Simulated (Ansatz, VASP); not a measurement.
**One calculation of Ga2O3, two programs**

```
CELL_PARAMETERS angstrom
2.52872 1.45996 4.54104
-2.52872 1.45996 4.54104
0.00000 -2.91992 4.54104
ATOMIC_POSITIONS crystal
Ga 0.35587 0.35587 0.35587
Ga 0.14413 0.14413 0.14413
Ga 0.64413 0.64413 0.64413
Ga 0.85587 0.85587 0.85587
O 0.55317 0.94683 0.25000
O 0.25000 0.55317 0.94683
O 0.94683 0.25000 0.55317
O 0.44683 0.05317 0.75000
O 0.75000 0.44683 0.05317
O 0.05317 0.75000 0.44683
```

Alike in both runs: functional PBE; k mesh 6 × 6 × 6; occupations gaussian, width 0.02 eV; no spin polarisation.

Ansatz relaxed the structure, and its values are those at the end. VASP's run is a single point on that final structure, the one shown.

|  | VASP | Ansatz |
| --- | --- | --- |
| version | VASP 6.6.1 | Ansatz 0.2.0 |
| potentials or method | VASP PAW PBE potentials, release 64 (Ga_d, O), cutoff 520 eV | scalar-relativistic, plane waves, PAW |
| valence electrons in the cell | 88 | 88 |

Ansatz gave:

| Property | Result |
| --- | --- |
| gap on the k mesh at the Fermi level (eV) | 2.40 |
| least direct gap on the mesh (eV) | 2.63 |
| pressure (GPa) | 0.0 |
| rms of the force components (eV/Å) | 0.003 |

Estimate VASP's values.

gap on the k mesh at the Fermi level (eV): 2.39; least direct gap on the mesh (eV): 2.63; pressure (GPa): 1.0; rms of the force components (eV/Å): 0.003.

With one functional, cell and mesh, what is left measures potentials, basis and numerics.
